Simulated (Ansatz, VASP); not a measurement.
## One calculation of AlC3, two programs

Contents of INCAR:

```
  ALGO = Normal
  EDIFF = 1E-7
  ENCUT = 520
  GGA = PS
  ISIF = 2
  ISMEAR = 0
  LASPH = T
  LCHARG = F
  LREAL = F
  LWAVE = F
  NBANDS = 16
  NELM = 100
  PREC = Accurate
  SIGMA = 0.1
```

Contents of KPOINTS:

```
k-points
0
Gamma
  12 12 12
```

The input POSCAR:

```
AlC3
1.0
    3.2079290000      0.0000000000      0.0000000000
    0.0000000000      3.2079290000      0.0000000000
    0.0000000000      0.0000000000      3.2079290000
Al C
1 3
Direct
    0.0000000000      0.0000000000      0.0000000000
    0.0701387094      0.5000000000      0.5000000000
    0.5000000000      0.0000000000      0.5000000000
    0.5000000000      0.5000000000      0.0000000000
```

Input for Ansatz:

```yaml
crystal:
  lattice:
    - [3.207929, 0.0, 0.0]
    - [0.0, 3.207929, 0.0]
    - [0.0, 0.0, 3.207929]
  atoms:
    - { symbol: Al, position: [0.0, 0.0, 0.0] }
    - { symbol: C, position: [0.0701387094, 0.5, 0.5] }
    - { symbol: C, position: [0.5, 0.0, 0.5] }
    - { symbol: C, position: [0.5, 0.5, 0.0] }
basis:
  ecutwfc: 420
kpoints:
  mp_grid: { grid: [12, 12, 12] }
hamiltonian:
  xc: pbesol
scf:
  occupations: { method: gaussian, width: 0.1 }
output:
  forces: true
  stress: true
  eigenvalues: true
```

Change from the starting cell: one atom moved.

Alike in both runs: task single point; functional PBEsol; k mesh 12 × 12 × 12; occupations gaussian, width 0.1 eV; no spin polarisation.

|  | VASP | Ansatz |
| --- | --- | --- |
| version | VASP 6.6.1 | Ansatz 0.2.0 |
| potentials or method | VASP PAW PBE potentials, release 64 (Al, C), cutoff 520 eV | scalar-relativistic, plane waves, PAW |
| valence electrons in the cell | 15 | 15 |

Ansatz gave:

```
gap on the k mesh at the Fermi level (eV)                     : none
pressure (GPa)                                                : -6.7
traceless stress, the component that is largest in VASP (GPa) : -5.98
rms of the force components (eV/Å)                            : 0.834
```

Estimate VASP's values.

gap on the k mesh at the Fermi level (eV): none; pressure (GPa): -6.7; traceless stress, the component that is largest in VASP (GPa): -5.97; rms of the force components (eV/Å): 0.832.

VASP's potentials were made for PBE, not for PBEsol. Atom by atom the forces differ by 0.003 eV/Å (rms over components). A gap of «none» marks a metal or a gap that the smearing closes.
